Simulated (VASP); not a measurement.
# Zr (P6_3/mmc) in VASP: settings compared

Aim: see how the results for Zr move with the level of theory and the settings. Levels: PBE, BLYP+D3(BJ). Tasks: single point.

Program: VASP 6.6.1. These are calculated values, not measurements. Logs are shortened: lines on timing, memory, paths and dates and some standing lists are left out, and cuts for length are marked.

## 1. The cell of the first run

The structure is hexagonal, space group P6_3/mmc (No. 194). Conventional cell: a = 3.232 Å, b = 3.232 Å, c = 5.147 Å, α = 90.00°, β = 90.00°, γ = 120.00°. Within 4.2 Å of Zr (site symmetry -6m2) lie 12 Zr at 3.18 to 3.23 Å.

## 2. Single point, PBE

Input file INCAR:

```
PREC = Accurate
ENCUT = 520
EDIFF = 1E-6
ISMEAR = -1
SIGMA = 0.04
LREAL = F
LASPH = T
NELM = 80
ALGO = Normal
ISIF = 2
LWAVE = F
LCHARG = T
GGA = PE
LELF = T
LVHAR = T
NBANDS = 19
```

Input file KPOINTS:

```
Automatic mesh
0
Gamma
  4 4 2
```

Input file POSCAR:

```
Zr
1.0
    3.2320000000      0.0000000000      0.0000000000
   -1.6160000000      2.7989941050      0.0000000000
    0.0000000000      0.0000000000      5.1470000000
Zr
2
Direct
    0.6666666667      0.3333333333      0.7500000000
    0.3333333333      0.6666666667      0.2500000000
```

Potentials or basis: VASP PAW PBE potentials, release 64 (Zr_sv).

Started as:

```console
$ cat potpaw_PBE.64/Zr_sv/POTCAR > POTCAR
$ mpirun -np 1 vasp_std > vasp.out
```

OUTCAR:

```text
PREC = Accurate
   ENCUT = 520
   EDIFF = 1E-6
   ISMEAR = -1
   LREAL = F
   LASPH = T
   NELM = 80
   ISIF = 2
   GGA = PE

 ion  position               nearest neighbor table
   1  0.667  0.333  0.750-   2 3.18   2 3.18   2 3.18   2 3.18   2 3.18   2 3.18
   2  0.333  0.667  0.250-   1 3.18   1 3.18   1 3.18   1 3.18   1 3.18   1 3.18

  LATTYP: Found a hexagonal cell.
 ALAT       =     3.2320000000
 C/A-ratio  =     1.5925123762

  Lattice vectors:

 A1 = (   3.2320000000,   0.0000000000,   0.0000000000)
 A2 = (  -1.6160000000,   2.7989941050,   0.0000000000)
 A3 = (   0.0000000000,   0.0000000000,   5.1470000000)

Analysis of symmetry for initial positions (statically):
=====================================================================
 Subroutine PRICEL returns:
 Original cell was already a primitive cell.

 Routine SETGRP: Setting up the symmetry group for a
 hexagonal supercell.

 Subroutine GETGRP returns: Found 24 space group operations
 (whereof 12 operations were pure point group operations)
 out of a pool of 24 trial point group operations.

The static configuration has the point symmetry D_3d.
 The point group associated with its full space group is D_6h.

Analysis of symmetry for dynamics (positions and initial velocities):
=====================================================================
 Subroutine PRICEL returns:
 Original cell was already a primitive cell.

 Routine SETGRP: Setting up the symmetry group for a
 hexagonal supercell.

 Subroutine GETGRP returns: Found 24 space group operations
 (whereof 12 operations were pure point group operations)
 out of a pool of 24 trial point group operations.

The dynamic configuration has the point symmetry D_3d.
 The point group associated with its full space group is D_6h.

 Subroutine INISYM returns: Found 24 space group operations
 (whereof 12 operations are pure point group operations),
 and found     1 'primitive' translations

----------------------------------------------------------------------------------------

                                     Primitive cell

  volume of cell :      46.5616

  direct lattice vectors                    reciprocal lattice vectors
     3.232000000  0.000000000  0.000000000     0.309405941  0.178635603  0.000000000
    -1.616000000  2.798994105  0.000000000     0.000000000  0.357271206  0.000000000
     0.000000000  0.000000000  5.147000000     0.000000000  0.000000000  0.194287935

  length of vectors
     3.232000000  3.232000000  5.147000000     0.357271206  0.357271206  0.194287935

  position of ions in fractional coordinates (direct lattice)
     0.666666667  0.333333333  0.750000000
     0.333333333  0.666666667  0.250000000

  ion indices of the primitive-cell ions
   primitive index   ion index
                 1           1
                 2           2

----------------------------------------------------------------------------------------

 KPOINTS: Automatic mesh

Automatic generation of k-mesh.
 Grid dimensions read from file:
 generate k-points for:    4    4    2

 Generating k-lattice:

  Cartesian coordinates                     Fractional coordinates (reciprocal lattice)
     0.077351485  0.044658901  0.000000000     0.250000000  0.000000000  0.000000000
     0.000000000  0.089317802  0.000000000     0.000000000  0.250000000  0.000000000
     0.000000000  0.000000000  0.097143967     0.000000000  0.000000000  0.500000000

  Length of vectors
     0.089317802  0.089317802  0.097143967

  Shift w.r.t. Gamma in fractional coordinates (k-lattice)
     0.000000000  0.000000000  0.000000000

 Subroutine IBZKPT returns following result:
 ===========================================

 Found      8 irreducible k-points:

 Following reciprocal coordinates:
            Coordinates               Weight
  0.000000  0.000000  0.000000      1.000000
  0.250000 -0.000000  0.000000      6.000000
  0.500000 -0.000000  0.000000      3.000000
  0.250000  0.250000  0.000000      6.000000
  0.000000  0.000000  0.500000      1.000000
  0.250000 -0.000000  0.500000      6.000000
  0.500000 -0.000000  0.500000      3.000000
  0.250000  0.250000  0.500000      6.000000
   k-points           NKPTS =      8   k-points in BZ     NKDIM =      8   number of bands    NBANDS=     19
   number of dos      NEDOS =    301   number of ions     NIONS =      2
   total plane-waves  NPLWV =  23040
   dimension x,y,z NGX =    24 NGY =   24 NGZ =   40
   dimension x,y,z NGXF=    48 NGYF=   48 NGZF=   80
   ions per type =               2
   NGX,Y,Z   is equivalent  to a cutoff of  12.34, 12.34, 12.92 a.u.
   NGXF,Y,Z  is equivalent  to a cutoff of  24.69, 24.69, 25.84 a.u.
 SYSTEM =  unknown system
   PREC   = accura    normal or accurate (medium, high low for compatibility)
   ISTART =      0    job   : 0-new  1-cont  2-samecut
   ICHARG =      2    charge: 1-file 2-atom 10-const
   ISPIN  =      1    spin polarized calculation?
   LNONCOLLINEAR =      F non collinear calculations
   LSORBIT =      F    spin-orbit coupling
   LASPH  =      T    aspherical Exc in radial PAW
   ENCUT  =  520.0 eV  38.22 Ry    6.18 a.u.   6.01  6.01  9.57*2*pi/ulx,y,z
   NELM   =     80;   NELMIN=  2; NELMDL= -5     # of ELM steps
   EDIFF  = 0.1E-05   stopping-criterion for ELM
   LREAL  =      F    real-space projection
   EDIFFG = 0.1E-04   stopping-criterion for IOM
   NSW    =      0    number of steps for IOM
   IBRION =     -1    ionic relax: 0-MD 1-quasi-New 2-CG
   NFREE  =      0    steps in history (QN), initial steepest desc. (CG)
   ISIF   =      2    stress and relaxation
   ISYM   =      2    0-nonsym 1-usesym 2-fastsym
   POTIM  = 0.5000    time-step for ionic-motion
   TEBEG  =    0.0;   TEEND  =   0.0 temperature during run
   PSTRESS=    0.0 pullay stress
   NELECT =      24.0000    total number of electrons
   NUPDOWN=      -1.0000    fix difference up-down
   EMIN   =  10.00;   EMAX   =-10.00  energy-range for DOS
   EFERMI =   0.00;   METHOD = LEGACY
   ISMEAR =    -1;   SIGMA  =   0.04  broadening in eV -4-tet -1-fermi 0-gaus
   EFERMI_NEDOS =   21; number of points for ismear=-14 and -15
   IALGO  =     38    algorithm
   IMIX   =      4    mixing-type and parameters
     AMIX     =   0.40;   BMIX     =  1.00
     AMIX_MAG =   1.60;   BMIX_MAG =  1.00
  volume/ion in A,a.u.               =      23.28       157.11
  Fermi-wavevector in a.u.,A,eV,Ry     =   1.312611  2.480475 23.442130  1.722948
  Thomas-Fermi vector in A             =   2.442991
   LORBIT       =      0    0 simple, 1 ext, 2 COOP (PROOUT), +10 PAW based schemes
   GGA     = PE    functional components
   LHFCALC =     F    Hartree Fock is set to
   AEXX    =    0.0000 exact exchange contribution
   IVDW    =     0    specifies the selected vdW correction
   LEPSILON=     F    determine dielectric tensor
   LRPA    =     F    only Hartree local field effects (RPA)
 non-spin polarized calculation
  energy-cutoff  :      520.00
  volume of cell :       46.56
 maximum number of plane-waves:      1268
   NGX = 13   NGY = 13   NGZ = 19

 number of electron      24.0000000 magnetization

 Free energy of the ion-electron system (eV)
  ---------------------------------------------------
  ext. energy  EPLUGINS =         0.00000000
  ---------------------------------------------------
  free energy    TOTEN  =       -16.98101854 eV

  energy without entropy =      -16.95926909  energy(sigma->0) =      -16.97014382

 E-fermi :   8.8958     XC(G=0): -11.0850

 val. band max:        8.7730408508   @ k =   0.5000  -0.0000   0.0000
 cond. band min:       8.9230632340   @ k =   0.2500   0.2500   0.5000
 fundamental gap:      0.1500223832
 Fermi energy:         8.8958050597

 k-point     1 :       0.0000    0.0000    0.0000
  band No.  band energies     occupation
      1     -39.8616      2.00000
      2     -39.7072      2.00000
      3     -18.3875      2.00000
      4     -17.5117      2.00000
      5     -17.5117      2.00000
      6     -17.3816      2.00000
[... 11 lines left out ...]
     18      11.1164      0.00000
     19      13.4135      0.00000

 k-point     2 :       0.2500   -0.0000    0.0000
  band No.  band energies     occupation
      1     -39.8004      2.00000
      2     -39.6852      2.00000
      3     -18.2140      2.00000
      4     -17.8595      2.00000
      5     -17.7159      2.00000
      6     -17.6202      2.00000
[... 11 lines left out ...]
     18      11.9646      0.00000
     19      14.0230      0.00000

 k-point     3 :       0.5000   -0.0000    0.0000
  band No.  band energies     occupation
      1     -39.7260      2.00000
      2     -39.6755      2.00000
      3     -18.2030      2.00000
      4     -18.0312      2.00000
      5     -17.9558      2.00000
      6     -17.7195      2.00000
[... 11 lines left out ...]
     18      14.2819      0.00000
     19      15.1354      0.00000

 k-point     4 :       0.2500    0.2500    0.0000
  band No.  band energies     occupation
      1     -39.7265      2.00000
      2     -39.6751      2.00000
      3     -18.0579      2.00000
      4     -17.9815      2.00000
      5     -17.9602      2.00000
      6     -17.7788      2.00000
[... 11 lines left out ...]
     18      13.8177      0.00000
     19      14.8573      0.00000

 k-point     5 :       0.0000    0.0000    0.5000
  band No.  band energies     occupation
      1     -39.7851      2.00000
      2     -39.7851      2.00000
      3     -17.9020      2.00000
      4     -17.9020      2.00000
      5     -17.4414      2.00000
      6     -17.4414      2.00000
[... 11 lines left out ...]
     18      12.9287      0.00000
     19      12.9287      0.00000

 k-point     6 :       0.2500   -0.0000    0.5000
  band No.  band energies     occupation
      1     -39.7431      2.00000
      2     -39.7431      2.00000
      3     -18.0254      2.00000
      4     -18.0254      2.00000
      5     -17.6052      2.00000
      6     -17.6052      2.00000
[... 11 lines left out ...]
     18      12.8634      0.00000
     19      13.2946      0.00000

 k-point     7 :       0.5000   -0.0000    0.5000
  band No.  band energies     occupation
      1     -39.7007      2.00000
      2     -39.7007      2.00000
      3     -18.2772      2.00000
      4     -18.2772      2.00000
      5     -17.6244      2.00000
      6     -17.6244      2.00000
[... 11 lines left out ...]
     18      14.1137      0.00000
     19      14.2017      0.00000

 k-point     8 :       0.2500    0.2500    0.5000
  band No.  band energies     occupation
      1     -39.7008      2.00000
      2     -39.7008      2.00000
      3     -18.1704      2.00000
      4     -18.1704      2.00000
      5     -17.7945      2.00000
      6     -17.7945      2.00000
[... 11 lines left out ...]
     18      13.7883      0.00000
     19      15.1771      0.00000

------------------------ aborting loop because EDIFF is reached ----------------------------------------

  FORCE on cell =-STRESS in cart. coord.  units (eV):
  Direction    XX          YY          ZZ          XY          YZ          ZX
  --------------------------------------------------------------------------------------
  -------------------------------------------------------------------------------------
  Total        0.5325383      0.5325383     -0.0743424     -0.0000000      0.0000000      0.0000000
  in kB       18.3245769     18.3245769     -2.5581109     -0.0000000      0.0000000      0.0000000
  external PRESSURE =      11.3636809 kB  Pullay stress =       0.0000000 kB

 VOLUME and BASIS-vectors are now :
 -----------------------------------------------------------------------------
  energy-cutoff  :      520.00
  volume of cell :       46.56
      direct lattice vectors                 reciprocal lattice vectors
     3.232000000  0.000000000  0.000000000     0.309405941  0.178635603  0.000000000
    -1.616000000  2.798994105  0.000000000     0.000000000  0.357271206  0.000000000
     0.000000000  0.000000000  5.147000000     0.000000000  0.000000000  0.194287935

 POSITION                                       TOTAL-FORCE (eV/Angst)
 -----------------------------------------------------------------------------------
      1.61600      0.93300      3.86025         0.000000      0.000000      0.000000
     -0.00000      1.86600      1.28675        -0.000000     -0.000000      0.000000
 -----------------------------------------------------------------------------------
    total drift:                               -0.000000      0.000000     -0.000000

  FREE ENERGIE OF THE ION-ELECTRON SYSTEM (eV)
  ---------------------------------------------------
  free  energy   TOTEN  =       -16.9810185406 eV

  energy  without entropy=      -16.9592690947  energy(sigma->0) =      -16.97014382
```

Wall time 3.7 s (1 thread of AMD EPYC 9R45 (Zen 5), shared host); peak memory 0.12 GiB.

Results:

| Item | Value |
| --- | --- |
| Free energy | -16.9810 eV |
| Pressure | 1.1 GPa |
| Band gap on the k mesh | zero (band 12 reaches 9.85 eV, above the bottom of band 13 at 8.92 eV) |

Stress tensor (GPa, compression positive):
```
 1.83  0.00  0.00
 0.00  1.83  0.00
 0.00  0.00 -0.26
```

Caveat: the k points lie up to 0.61 Å⁻¹ apart.

## 3. Single point, BLYP+D3(BJ)

This run uses another cell than the first one, of 21.81 Å³/atom, 0.937 times its volume.

Input file INCAR:

```
SYSTEM = Zr
  AGGAC = 1.0
  AGGAX = 1.0
  ALDAC = 0.0
  ALDAX = 1.0
  ALGO = Normal
  EDIFF = 1E-7
  ENCUT = 520
  GGA = B5
  ISIF = 2
  ISMEAR = -1
  IVDW = 12
  LASPH = .TRUE.
  LCHARG = .FALSE.
  LREAL = .FALSE.
  LWAVE = .FALSE.
  NBANDS = 19
  NELM = 60
  PREC = Accurate
  SIGMA = 0.05
  VDW_A1 = 0.4298
  VDW_A2 = 4.2359
  VDW_S6 = 1.0
  VDW_S8 = 2.6996
```

Input file KPOINTS:

```
k-points
0
G
  9 9 5
  0 0 0
```

Input file POSCAR:

```
Zr
1.0
    3.1416231633      0.0000000000      0.0000000000
   -1.5708115817      2.7207254685      0.0000000000
    0.0000000000      0.0000000000      5.1034141130
Zr
2
Direct
    0.6666666667      0.3333333333      0.7500000000
    0.3333333333      0.6666666667      0.2500000000
```

Potentials or basis: VASP PAW PBE potentials, release 64 (Zr_sv).

Started as:

```console
$ cat potpaw_PBE.64/Zr_sv/POTCAR > POTCAR
$ mpirun -np 1 vasp_std > vasp.out
```

OUTCAR:

```text
SYSTEM = Zr
   EDIFF = 1E-7
   ENCUT = 520
   GGA = B5
   ISIF = 2
   ISMEAR = -1
   IVDW = 12
   LASPH = .TRUE.
   LREAL = .FALSE.
   NELM = 60
   PREC = Accurate
 IVDW          = 12

 ion  position               nearest neighbor table
   1  0.667  0.333  0.750-   2 3.13   2 3.13   2 3.13   2 3.13   2 3.13   2 3.13
   2  0.333  0.667  0.250-   1 3.13   1 3.13   1 3.13   1 3.13   1 3.13   1 3.13

  LATTYP: Found a hexagonal cell.
 ALAT       =     3.1416231633
 C/A-ratio  =     1.6244513895

  Lattice vectors:

 A1 = (   3.1416231633,   0.0000000000,   0.0000000000)
 A2 = (  -1.5708115817,   2.7207254685,   0.0000000000)
 A3 = (   0.0000000000,   0.0000000000,   5.1034141130)

Analysis of symmetry for initial positions (statically):
=====================================================================
 Subroutine PRICEL returns:
 Original cell was already a primitive cell.

 Routine SETGRP: Setting up the symmetry group for a
 hexagonal supercell.

 Subroutine GETGRP returns: Found 24 space group operations
 (whereof 12 operations were pure point group operations)
 out of a pool of 24 trial point group operations.

The static configuration has the point symmetry D_3d.
 The point group associated with its full space group is D_6h.

Analysis of symmetry for dynamics (positions and initial velocities):
=====================================================================
 Subroutine PRICEL returns:
 Original cell was already a primitive cell.

 Routine SETGRP: Setting up the symmetry group for a
 hexagonal supercell.

 Subroutine GETGRP returns: Found 24 space group operations
 (whereof 12 operations were pure point group operations)
 out of a pool of 24 trial point group operations.

The dynamic configuration has the point symmetry D_3d.
 The point group associated with its full space group is D_6h.

 Subroutine INISYM returns: Found 24 space group operations
 (whereof 12 operations are pure point group operations),
 and found     1 'primitive' translations
[... 111 lines left out ...]
   EFERMI_NEDOS =   21; number of points for ismear=-14 and -15
   IALGO  =     38    algorithm
   IMIX   =      4    mixing-type and parameters
     AMIX     =   0.40;   BMIX     =  1.00
     AMIX_MAG =   1.60;   BMIX_MAG =  1.00
  volume/ion in A,a.u.               =      21.81       147.19
  Fermi-wavevector in a.u.,A,eV,Ry     =   1.341463  2.534998 24.483997  1.799523
  Thomas-Fermi vector in A             =   2.469695
   LORBIT       =      0    0 simple, 1 ext, 2 COOP (PROOUT), +10 PAW based schemes
   GGA     = B5    functional components
   LHFCALC =     F    Hartree Fock is set to
   AEXX    =    0.0000 exact exchange contribution
   IVDW    =    12    specifies the selected vdW correction
   LEPSILON=     F    determine dielectric tensor
   LRPA    =     F    only Hartree local field effects (RPA)
 non-spin polarized calculation
  energy-cutoff  :      520.00
  volume of cell :       43.62
 maximum number of plane-waves:      1189
 NGX is ok and might be reduce to    24
   NGX = 11   NGY = 11   NGZ = 19

 number of electron      23.9999999 magnetization

 Free energy of the ion-electron system (eV)
  ---------------------------------------------------
  ext. energy  EPLUGINS =         0.00000000
  ---------------------------------------------------
  free energy    TOTEN  =       -14.51849609 eV

  energy without entropy =      -14.49982649  energy(sigma->0) =      -14.50916129

 E-fermi :  10.2610     XC(G=0): -10.8000

 val. band max:       10.1641536586   @ k =   0.4444   0.1111   0.0000
 cond. band min:      10.2705766118   @ k =   0.2222   0.2222   0.4000
 fundamental gap:      0.1064229532
 Fermi energy:        10.2609613167

 k-point     1 :       0.0000    0.0000    0.0000
  band No.  band energies     occupation
      1     -38.4064      2.00000
      2     -38.2173      2.00000
      3     -17.1208      2.00000
      4     -16.0638      2.00000
      5     -16.0638      2.00000
      6     -15.9352      2.00000
[... 505 lines left out ...]
      6     -16.4556      2.00000
[... 11 lines left out ...]
     18      14.8128      0.00000
     19      17.6279      0.00000

 [... further k-points ...]

------------------------ aborting loop because EDIFF is reached ----------------------------------------

 Edisp (eV)   -2.77171

 E8    (eV) :    -2.1895

  FORCE on cell =-STRESS in cart. coord.  units (eV):
  Direction    XX          YY          ZZ          XY          YZ          ZX
  --------------------------------------------------------------------------------------
  -------------------------------------------------------------------------------------
  Total       0.02095     0.02095     0.04945    -0.00000    -0.00000     0.00000
  in kB       0.76955     0.76955     1.81625    -0.00000    -0.00000     0.00000
  external pressure =        1.12 kB  Pullay stress =        0.00 kB

 VOLUME and BASIS-vectors are now :
 -----------------------------------------------------------------------------
  energy-cutoff  :      520.00
  volume of cell :       43.62
      direct lattice vectors                 reciprocal lattice vectors
     3.141623163  0.000000000  0.000000000     0.318306795  0.183774514  0.000000000
    -1.570811582  2.720725468  0.000000000     0.000000000  0.367549027  0.000000000
     0.000000000  0.000000000  5.103414113     0.000000000  0.000000000  0.195947258

 POSITION                                       TOTAL-FORCE (eV/Angst)
 -----------------------------------------------------------------------------------
      1.57081      0.90691      3.82756         0.000000      0.000000      0.000000
     -0.00000      1.81382      1.27585        -0.000000     -0.000000      0.000000
 -----------------------------------------------------------------------------------
    total drift:                               -0.000000      0.000000     -0.000000

  FREE ENERGIE OF THE ION-ELECTRON SYSTEM (eV)
  ---------------------------------------------------
  free  energy   TOTEN  =       -17.2902049693 eV

  energy  without entropy=      -17.2715353717  energy(sigma->0) =      -17.28087017
```

Wall time 17 s (1 thread of AMD EPYC 9R45 (Zen 5), shared host); peak memory 0.15 GiB.

What came out:

| Property | Result |
| --- | --- |
| Free energy | -17.2902 eV |
| Pressure | 0.1 GPa |
| Band gap on the k mesh | zero (band 12 reaches 11.10 eV, above the bottom of band 13 at 10.03 eV) |
| Dispersion energy per atom | -1.386 eV |

Caveat: the PAW data sets were made with another functional, which shifts forces and pressure a little; pairwise dispersion overbinds metals, which lowers pressure and volume.
